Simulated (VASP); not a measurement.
# Fe: single point with LDA

Crystal: Fe.

```
Fe
1.0
    -1.37460    1.37460    1.37460
     1.37460   -1.37460    1.37460
     1.37460    1.37460   -1.37460
Fe
1
Direct
  0.00000 0.00000 0.00000
```

```json
{
  "Program": "VASP 6.6.1",
  "Task": "single point",
  "Functional": "LDA",
  "Potentials or basis": "VASP PAW LDA potentials, release 64 (Fe)",
  "Cutoff": "520 eV",
  "k mesh": "15 × 15 × 15",
  "Occupations": "fermi-dirac, width 0.05 eV",
  "Spin": "collinear spin, ferromagnetic start",
  "Starting moments": "[2.5] μB"
}
```

| Quantity | Value |
| --- | --- |
| Pressure | -1.0 GPa |
| Net moment | 1.93 μB per cell |
| Site moments | Fe +1.90 μB |
| Valence electrons inside the program's atomic spheres | Fe 7.48 |

Levels at points of the mesh, in eV from the Fermi level:
Spin up:
```tsv
k point	band 3	band 4	band 5	band 6	band 7	band 8
(0.00, 0.00, 0.00)	-2.47	-2.47	-0.92	-0.92	25.72	25.72
```
Spin down:
```tsv
k point	band 1	band 2	band 3	band 4	band 5	band 6
(0.00, 0.00, 0.00)	-8.71	-0.90	-0.90	-0.90	1.16	1.16
```

It took 19 s on 1 thread of AMD EPYC 9R45 96-Core Processor (Zen 5) (shared host), peak memory 0.11 GiB.
